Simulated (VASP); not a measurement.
A run of VASP 6.6.1 is set up as follows.

File INCAR:

```
SYSTEM = Si2Sn5
PREC = Accurate
ENCUT = 500
EDIFF = 1E-6
ISMEAR = 0
SIGMA = 0.2
LREAL = .False.
LASPH = .True.
NELM = 120
ALGO = Normal
ISIF = 2
LWAVE = .False.
LCHARG = .False.
GGA = PE
NBANDS = 48
GGA_COMPAT = .False.
```

KPOINTS

```
regular mesh
0
Gamma
  4 4 2
  0 0 0
```

File POSCAR:

```
Si2Sn5
1.0
    5.1049506545     -0.0000000030      0.0000000000
   -2.5524753247      4.4210169533      0.0000000000
    0.0000000000      0.0000000000      8.9276083618
Si Sn
2 5
Direct
    0.3333333333      0.6666666667      0.0000000000
    0.6666666667      0.3333333333      0.0000000000
    0.3333333333      0.6666666667      0.6881129794
    0.3333333333      0.6666666667      0.3118870206
    0.6666666667      0.3333333333      0.3118870206
    0.6666666667      0.3333333333      0.6881129794
    0.0000000000      0.0000000000      0.5000000000
```

Potentials or basis: VASP PAW PBE potentials, release 64 (Si, Sn_d).

Command:

```console
$ cat potpaw_PBE.64/Si/POTCAR potpaw_PBE.64/Sn_d/POTCAR > POTCAR
$ mpirun -np 1 vasp_std > vasp.out
```

(1) Predict the largest force.

(2) Predict the band gap on the k mesh.

(3) Estimate the pressure.

## Answers

(1) 0.014 eV/Å.

(2) zero (bands 39 and 40 overlap by 1.12 eV).

(3) 0.0 GPa.

Caveat: spin-orbit coupling is left out, which moves the levels of the heavy elements.
